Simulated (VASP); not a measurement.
# GaAs (F-43m) in VASP: notebook

The runs below take GaAs through single point, relaxation of cell and atoms, with PBEsol.

Everything below comes from runs of VASP 6.6.1. Logs are shortened: lines on timing, memory, paths and dates and some standing lists are left out, and cuts for length are marked.

## Step 1: The cell of the first run

Symmetry: F-43m, No. 216, cubic system. The conventional cell has a = 5.625 Å, b = 5.625 Å, c = 5.625 Å, α = 90.00°, β = 90.00°, γ = 90.00°. Within 3.2 Å of Ga (site symmetry -43m) lie 4 As at 2.44 Å. Within 3.2 Å of As (site symmetry -43m) lie 4 Ga at 2.44 Å.

## Step 2: Single point, PBEsol

INCAR

```
SYSTEM = GaAs
ALGO     = Normal         ! electronic algorithm
EDIFF    = 1E-6           ! SCF threshold, eV
ENCUT    = 500            ! plane-wave cutoff, eV
GGA      = PS             ! functional
GGA_COMPAT= .False.      
ISIF     = 2              ! what is computed and relaxed
ISMEAR   = 0              ! smearing method
LASPH    = .True.         ! aspherical terms in the spheres
LCHARG   = .False.        ! write CHGCAR
LREAL    = .False.        ! projectors in reciprocal space
LWAVE    = .False.        ! write WAVECAR
NBANDS   = 16             ! bands
NELM     = 120            ! most SCF steps
PREC     = Accurate       ! precision mode
SIGMA    = 0.1            ! smearing width, eV
```

KPOINTS

```
k-points
0
Gamma
  6 6 6
  0 0 0
```

POSCAR

```
GaAs
1.0
    0.0000000000      2.8123935034      2.8123935034
    2.8123935034      0.0000000000      2.8123935034
    2.8123935034      2.8123935034      0.0000000000
Ga As
1 1
Direct
    0.0000000000      0.0000000000      0.0000000000
    0.2500000000      0.2500000000      0.2500000000
```

Potentials or basis: VASP PAW PBE potentials, release 64 (Ga_d, As).

On the command line:

```
$ cat potpaw_PBE.64/Ga_d/POTCAR potpaw_PBE.64/As/POTCAR > POTCAR
$ mpirun -np 1 vasp_std > vasp.out
```

OUTCAR:

```text
SYSTEM = GaAs
   EDIFF = 1E-6
   ENCUT = 500
   GGA = PS
   ISIF = 2
   ISMEAR = 0
   LASPH = .True.
   LREAL = .False.
   NELM = 120
   PREC = Accurate

 ion  position               nearest neighbor table
   1  0.000  0.000  0.000-   2 2.44   2 2.44   2 2.44   2 2.44
   2  0.250  0.250  0.250-   1 2.44   1 2.44   1 2.44   1 2.44

  LATTYP: Found a face centered cubic cell.
 ALAT       =     5.6247870068

  Lattice vectors:

 A1 = (   0.0000000000,   2.8123935034,   2.8123935034)
 A2 = (   2.8123935034,   0.0000000000,   2.8123935034)
 A3 = (   2.8123935034,   2.8123935034,   0.0000000000)

Analysis of symmetry for initial positions (statically):
=====================================================================
 Subroutine PRICEL returns:
 Original cell was already a primitive cell.

 Routine SETGRP: Setting up the symmetry group for a
 face centered cubic supercell.

 Subroutine GETGRP returns: Found 24 space group operations
 (whereof 24 operations were pure point group operations)
 out of a pool of 48 trial point group operations.

The static configuration has the point symmetry T_d .

Analysis of symmetry for dynamics (positions and initial velocities):
=====================================================================
 Subroutine PRICEL returns:
 Original cell was already a primitive cell.

 Routine SETGRP: Setting up the symmetry group for a
 face centered cubic supercell.

 Subroutine GETGRP returns: Found 24 space group operations
 (whereof 24 operations were pure point group operations)
 out of a pool of 48 trial point group operations.

The dynamic configuration has the point symmetry T_d .

 Subroutine INISYM returns: Found 24 space group operations
 (whereof 24 operations are pure point group operations),
 and found     1 'primitive' translations

----------------------------------------------------------------------------------------

                                     Primitive cell

  volume of cell :      44.4896

  direct lattice vectors                    reciprocal lattice vectors
     0.000000000  2.812393503  2.812393503    -0.177784510  0.177784510  0.177784510
     2.812393503  0.000000000  2.812393503     0.177784510 -0.177784510  0.177784510
     2.812393503  2.812393503  0.000000000     0.177784510  0.177784510 -0.177784510

  length of vectors
     3.977325035  3.977325035  3.977325035     0.307931804  0.307931804  0.307931804

  position of ions in fractional coordinates (direct lattice)
     0.000000000  0.000000000  0.000000000
     0.250000000  0.250000000  0.250000000

  ion indices of the primitive-cell ions
   primitive index   ion index
                 1           1
                 2           2

----------------------------------------------------------------------------------------

 KPOINTS: k-points

Automatic generation of k-mesh.
 Grid dimensions read from file:
 generate k-points for:    6    6    6

 Generating k-lattice:

  Cartesian coordinates                     Fractional coordinates (reciprocal lattice)
    -0.029630752  0.029630752  0.029630752     0.166666667  0.000000000  0.000000000
     0.029630752 -0.029630752  0.029630752     0.000000000  0.166666667  0.000000000
     0.029630752  0.029630752 -0.029630752     0.000000000  0.000000000  0.166666667

  Length of vectors
     0.051321967  0.051321967  0.051321967

  Shift w.r.t. Gamma in fractional coordinates (k-lattice)
     0.000000000  0.000000000  0.000000000

 Subroutine IBZKPT returns following result:
 ===========================================

 Found     16 irreducible k-points:

 Following reciprocal coordinates:
            Coordinates               Weight
  0.000000  0.000000  0.000000      1.000000
  0.166667  0.000000  0.000000      8.000000
  0.333333  0.000000  0.000000      8.000000
  0.500000  0.000000  0.000000      4.000000
  0.166667  0.166667  0.000000      6.000000
  0.333333  0.166667  0.000000     24.000000
[... 8 lines left out ...]
 -0.333333  0.333333  0.166667     24.000000
 -0.333333  0.500000  0.166667     12.000000
   k-points           NKPTS =     16   k-points in BZ     NKDIM =     16   number of bands    NBANDS=     16
   number of dos      NEDOS =    301   number of ions     NIONS =      2
   total plane-waves  NPLWV =  27000
   dimension x,y,z NGX =    30 NGY =   30 NGZ =   30
   dimension x,y,z NGXF=    60 NGYF=   60 NGZF=   60
   ions per type =               1   1
   NGX,Y,Z   is equivalent  to a cutoff of  12.54, 12.54, 12.54 a.u.
   NGXF,Y,Z  is equivalent  to a cutoff of  25.08, 25.08, 25.08 a.u.
 SYSTEM =  GaAs
   PREC   = accura    normal or accurate (medium, high low for compatibility)
   ISTART =      0    job   : 0-new  1-cont  2-samecut
   ICHARG =      2    charge: 1-file 2-atom 10-const
   ISPIN  =      1    spin polarized calculation?
   LNONCOLLINEAR =      F non collinear calculations
   LSORBIT =      F    spin-orbit coupling
   LASPH  =      T    aspherical Exc in radial PAW
   ENCUT  =  500.0 eV  36.75 Ry    6.06 a.u.   7.25  7.25  7.25*2*pi/ulx,y,z
   NELM   =    120;   NELMIN=  2; NELMDL= -5     # of ELM steps
   EDIFF  = 0.1E-05   stopping-criterion for ELM
   LREAL  =      F    real-space projection
[... 7 lines left out ...]
   TEBEG  =    0.0;   TEEND  =   0.0 temperature during run
   PSTRESS=    0.0 pullay stress
   NELECT =      18.0000    total number of electrons
   NUPDOWN=      -1.0000    fix difference up-down
   EMIN   =  10.00;   EMAX   =-10.00  energy-range for DOS
   EFERMI =   0.00;   METHOD = LEGACY
   ISMEAR =     0;   SIGMA  =   0.10  broadening in eV -4-tet -1-fermi 0-gaus
   EFERMI_NEDOS =   21; number of points for ismear=-14 and -15
   IALGO  =     38    algorithm
   IMIX   =      4    mixing-type and parameters
     AMIX     =   0.40;   BMIX     =  1.00
     AMIX_MAG =   1.60;   BMIX_MAG =  1.00
  volume/ion in A,a.u.               =      22.24       150.12
  Fermi-wavevector in a.u.,A,eV,Ry     =   1.210820  2.288118 19.947298  1.466085
  Thomas-Fermi vector in A             =   2.346355
   LORBIT       =      0    0 simple, 1 ext, 2 COOP (PROOUT), +10 PAW based schemes
   GGA     = PS    functional components
   LHFCALC =     F    Hartree Fock is set to
   AEXX    =    0.0000 exact exchange contribution
   IVDW    =     0    specifies the selected vdW correction
   LEPSILON=     F    determine dielectric tensor
   LRPA    =     F    only Hartree local field effects (RPA)
 non-spin polarized calculation
 Gauss-broadening in eV      SIGMA  =   0.10
  energy-cutoff  :      500.00
  volume of cell :       44.49
 maximum number of plane-waves:      1158
 NGX is ok and might be reduce to    30
   NGX = 15   NGY = 15   NGZ = 15

 number of electron      18.0000007 magnetization

 Free energy of the ion-electron system (eV)
  ---------------------------------------------------
  ext. energy  EPLUGINS =         0.00000000
  ---------------------------------------------------
  free energy    TOTEN  =        -9.06200467 eV

  energy without entropy =       -9.06200439  energy(sigma->0) =       -9.06200453

 E-fermi :   4.2528     XC(G=0):  -9.8379

 val. band max:        3.9594238402   @ k =   0.0000   0.0000   0.0000
 cond. band min:       4.5278500331   @ k =   0.0000   0.0000   0.0000
 fundamental gap:      0.5684261928
 Fermi energy:         4.2527904653

 k-point     1 :       0.0000    0.0000    0.0000
  band No.  band energies     occupation
      1     -10.8565      2.00000
      2     -10.8565      2.00000
      3     -10.8565      2.00000
      4     -10.7728      2.00000
      5     -10.7728      2.00000
      6      -8.9060      2.00000
[... 8 lines left out ...]
     15      14.1020      0.00000
     16      14.1020      0.00000

 k-point     2 :       0.1667    0.0000    0.0000
  band No.  band energies     occupation
      1     -10.8813      2.00000
      2     -10.8502      2.00000
      3     -10.8502      2.00000
      4     -10.7731      2.00000
      5     -10.7731      2.00000
      6      -8.5761      2.00000
[... 8 lines left out ...]
     15      12.9588      0.00000
     16      12.9588      0.00000

 k-point     3 :       0.3333    0.0000    0.0000
  band No.  band energies     occupation
      1     -10.9240      2.00000
      2     -10.8397      2.00000
      3     -10.8397      2.00000
      4     -10.7712      2.00000
      5     -10.7712      2.00000
      6      -7.7221      2.00000
[... 8 lines left out ...]
     15      13.6005      0.00000
     16      13.6005      0.00000

 k-point     4 :       0.5000    0.0000    0.0000
  band No.  band energies     occupation
      1     -10.9429      2.00000
      2     -10.8359      2.00000
      3     -10.8359      2.00000
      4     -10.7688      2.00000
      5     -10.7688      2.00000
      6      -7.0776      2.00000
[... 8 lines left out ...]
     15      15.8453      0.00000
     16      15.8453      0.00000

 k-point     5 :       0.1667    0.1667    0.0000
  band No.  band energies     occupation
      1     -10.8942      2.00000
      2     -10.8439      2.00000
      3     -10.8439      2.00000
      4     -10.7786      2.00000
      5     -10.7694      2.00000
      6      -8.4665      2.00000
[... 8 lines left out ...]
     15      13.5220      0.00000
     16      14.5535      0.00000

 k-point     6 :       0.3333    0.1667    0.0000
  band No.  band energies     occupation
      1     -10.9270      2.00000
      2     -10.8348      2.00000
      3     -10.8321      2.00000
      4     -10.7817      2.00000
      5     -10.7668      2.00000
      6      -7.7754      2.00000
[... 8 lines left out ...]
     15      14.6451      0.00000
     16      14.8869      0.00000
[... 115 lines left out ...]
 k-point    13 :       0.5000    0.5000    0.0000
  band No.  band energies     occupation
      1     -10.9755      2.00000
      2     -10.8042      2.00000
      3     -10.8042      2.00000
      4     -10.8008      2.00000
      5     -10.7593      2.00000
      6      -6.3124      2.00000
[... 8 lines left out ...]
     15      17.3335      0.00000
     16      17.3365      0.00000

 k-point    14 :       0.5000    0.3333    0.1667
  band No.  band energies     occupation
      1     -10.9485      2.00000
      2     -10.8277      2.00000
      3     -10.8204      2.00000
      4     -10.7842      2.00000
      5     -10.7665      2.00000
      6      -7.0375      2.00000
[... 8 lines left out ...]
     15      15.0808      0.00000
     16      17.0996      0.00000

 k-point    15 :      -0.3333    0.3333    0.1667
  band No.  band energies     occupation
      1     -10.9564      2.00000
      2     -10.8271      2.00000
      3     -10.8152      2.00000
      4     -10.7816      2.00000
      5     -10.7691      2.00000
      6      -6.5082      2.00000
[... 8 lines left out ...]
     15      16.1366      0.00000
     16      16.7490      0.00000

 k-point    16 :      -0.3333    0.5000    0.1667
  band No.  band energies     occupation
      1     -10.9657      2.00000
      2     -10.8184      2.00000
      3     -10.8088      2.00000
      4     -10.7890      2.00000
      5     -10.7654      2.00000
      6      -6.2649      2.00000
[... 8 lines left out ...]
     15      16.2343      0.00000
     16      17.3021      0.00000

------------------------ aborting loop because EDIFF is reached ----------------------------------------

  FORCE on cell =-STRESS in cart. coord.  units (eV):
  Direction    XX          YY          ZZ          XY          YZ          ZX
  --------------------------------------------------------------------------------------
  -------------------------------------------------------------------------------------
  Total        0.4067763      0.4067763      0.4067763      0.0000000      0.0000000     -0.0000000
  in kB       14.6490012     14.6490012     14.6490012      0.0000000      0.0000000     -0.0000000
  external PRESSURE =      14.6490012 kB  Pullay stress =       0.0000000 kB

 VOLUME and BASIS-vectors are now :
 -----------------------------------------------------------------------------
  energy-cutoff  :      500.00
  volume of cell :       44.49
      direct lattice vectors                 reciprocal lattice vectors
     0.000000000  2.812393503  2.812393503    -0.177784510  0.177784510  0.177784510
     2.812393503  0.000000000  2.812393503     0.177784510 -0.177784510  0.177784510
     2.812393503  2.812393503  0.000000000     0.177784510  0.177784510 -0.177784510

 POSITION                                       TOTAL-FORCE (eV/Angst)
 -----------------------------------------------------------------------------------
      0.00000      0.00000      0.00000         0.000000      0.000000      0.000000
      1.40620      1.40620      1.40620        -0.000000     -0.000000     -0.000000
 -----------------------------------------------------------------------------------
    total drift:                               -0.000000     -0.000000     -0.000000

  FREE ENERGIE OF THE ION-ELECTRON SYSTEM (eV)
  ---------------------------------------------------
  free  energy   TOTEN  =        -9.0620046717 eV

  energy  without entropy=       -9.0620043931  energy(sigma->0) =       -9.06200453
```

It took 29 s on 1 thread of Intel Xeon 8259CL, shared host; peak memory 0.17 GiB.

Results:

* Free energy: -9.0620 eV
* Pressure: 1.5 GPa
* Band gap on the k mesh: 0.57 eV

Caveat: the PAW data sets were made with another functional, which shifts forces and pressure a little. A k mesh can miss the band edges.

[end of part 1 of 2]
